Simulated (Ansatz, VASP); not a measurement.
Two plane-wave programs on Ba

```xyz
1
Lattice="3.6355 0.0000 0.0000 0.0000 3.6355 0.0000 0.0000 0.0000 3.6355" Properties=species:S:1:pos:R:3 pbc="T T T"
Ba    0.0000    0.0000    0.0000
```

Alike in both runs: functional PBEsol; dispersion D3(BJ); k mesh 7 × 7 × 7; occupations fermi-dirac, width 0.05 eV; no spin polarisation.

Ansatz relaxed the structure, and its values are those at the end. VASP's run is a single point on that final structure, the one shown.

```csv
,VASP,Ansatz
version,VASP 6.6.1,Ansatz 0.2.0
potentials or method,"VASP PAW PBE potentials, release 64 (Ba_sv)","plane waves, PAW"
plane-wave cutoff (eV),520,420
valence electrons in the cell,10,10
```

VASP gave:

- pressure (GPa): 0.4

Q: What did Ansatz give for the same quantities?

A: Pressure (GPa): 0.0.

VASP's potentials were made for PBE, not for PBEsol.

Neither program's run includes spin-orbit coupling.
